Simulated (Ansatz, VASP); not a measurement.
## Na in VASP and in Ansatz

```xyz
2
Lattice="3.6085 0.0000 0.0000 -1.8042 3.1250 0.0000 0.0000 0.0000 5.9187" Properties=species:S:1:pos:R:3 pbc="T T T"
Na    0.0000    2.0833    1.4797
Na    1.8042    1.0417    4.4390
```

Change from the starting cell: volume scaled by 0.9, crystal datasets.

Alike in both runs: task single point; functional PBE; k mesh 12 × 12 × 6; occupations fermi-dirac, width 0.05 eV; no spin polarisation.

|  | VASP | Ansatz |
| --- | --- | --- |
| version | VASP 6.6.1 | Ansatz 0.2.0 |
| potentials or method | VASP PAW PBE potentials, release 64 (Na_pv), cutoff 520 eV | all-electron PAW with datasets made for the crystal, scalar-relativistic |

```tsv
	VASP	Ansatz	Ansatz less VASP
pressure (GPa)	1.0	1.0	+0.03
```

Ansatz ran all-electron here, and VASP with PAW potentials.
